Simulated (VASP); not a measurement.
## MnS: single point with PBEsol

MnS:

```
CELL_PARAMETERS angstrom
0.00000 2.60450 2.60450
2.60450 0.00000 2.60450
2.60450 2.60450 0.00000
ATOMIC_POSITIONS crystal
Mn 0.00000 0.00000 0.00000
S 0.50000 0.50000 0.50000
```

```
Program             : VASP 6.6.1
Task                : single point
Functional          : PBEsol
Potentials or basis : VASP PAW PBE potentials, release 64 (Mn_pv, S)
Cutoff              : 520 eV
k mesh              : 7 × 7 × 7
Occupations         : fermi-dirac, width 0.05 eV
Spin                : collinear spin, ferromagnetic start
Starting moments    : [4.0, 0.0] μB
Fixed moment        : 4 μB
```

The pressure is -13.8 GPa and the net moment is 4.00 μB per cell. The site moments are Mn +3.79; S -0.01 μB and the valence electrons inside the program's atomic spheres are Mn 11.35; S 3.65.

Wall time 15 s on 1 thread of Intel(R) Xeon(R) Platinum 8559C (Emerald Rapids), on a shared host, peak memory 0.18 GiB.

Caveat: the PAW data sets were made with another functional, which shifts forces and pressure a little; the total moment is fixed, so each spin has its own Fermi level; a cell with one magnetic atom can't hold antiferromagnetic order, which such compounds often take.
